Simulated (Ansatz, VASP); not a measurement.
# SiO2: VASP beside Ansatz

```
Si O
1.0
    -1.74489    1.74489    4.20308
     1.74489   -1.74489    4.20308
     1.74489    1.74489   -4.20308
Si O
2 4
Cartesian
  0.0000 1.7449 2.1015
  0.0000 0.0000 0.0000
  0.0000 1.7449 0.3442
  0.0000 0.0000 6.6489
  0.0000 0.0000 1.7573
  0.0000 1.7449 3.8589
```

Alike in both runs: task single point; functional r2SCAN; k mesh 8 × 8 × 8; no spin polarisation.

|  | VASP | Ansatz |
| --- | --- | --- |
| version | VASP 6.6.1 | Ansatz 0.2.0 |
| potentials or method | VASP PAW PBE potentials, release 64 (Si, O) | plane waves, PAW |
| plane-wave cutoff (eV) | 520 | 500 |
| occupations | gaussian, width 0.01 eV | fixed |
| valence electrons in the cell | 32 | 32 |

VASP gave:

| Item | Value |
| --- | --- |
| gap on the k mesh at the Fermi level (eV) | 7.23 |
| pressure (GPa) | 0.4 |
| traceless stress, the component that is largest in VASP (GPa) | 0.53 |
| rms of the force components (eV/Å) | 0.005 |

Task: Estimate Ansatz's values.

Result: gap on the k mesh at the Fermi level (eV): 7.23; pressure (GPa): 0.0; traceless stress, the component that is largest in VASP (GPa): 0.00; rms of the force components (eV/Å): 0.000.

VASP's potentials were made for PBE, not for r2SCAN. Atom by atom the forces differ by 0.005 eV/Å (rms over components).
